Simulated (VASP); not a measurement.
Set up this calculation in VASP 6.6.1, as the native input.

```
Task                   : single point
Functional             : PBE
Potentials or basis    : VASP PAW PBE potentials, release 64 (Rh_pv)
Cutoff                 : 520 eV
k mesh                 : 20 × 20 × 18
Occupations            : fermi-dirac, width 0.05 eV
Spin                   : no spin polarisation
Dipole correction      : no
Further INCAR settings : ALGO = Normal; EDIFF = 1e-06; NBANDS = 14
```

The structure of Rh lies in POSCAR:

```
Rh
1.0
    2.1795641389      0.0000000000      0.0000000000
   -1.0897820695      1.8875579135      0.0000000000
    0.0000000000      0.0000000000      2.0636235058
Rh
1
Direct
    0.0000000000      0.0000000000      0.0000000000
```

The input as run:

INCAR

```
PREC = Accurate ; ENCUT = 520
EDIFF = 1E-6 ; ISMEAR = -1
SIGMA = 0.05 ; LREAL = F
LASPH = T ; NELM = 100
ALGO = Normal ; ISIF = 2
LWAVE = F ; LCHARG = F
GGA = PE ; NBANDS = 14
```

KPOINTS

```
regular mesh
0
Gamma
  20 20 18
```

Potentials or basis: VASP PAW PBE potentials, release 64 (Rh_pv).

Launch:

```console
$ cat potpaw_PBE.64/Rh_pv/POTCAR > POTCAR
$ mpirun -np 1 vasp_std > vasp.out
```

It gave:

```
Pressure : 529.5 GPa
```

It took 23 s on 1 thread of AMD EPYC 9R14 (Zen 4), on a shared host, peak memory 0.12 GiB.
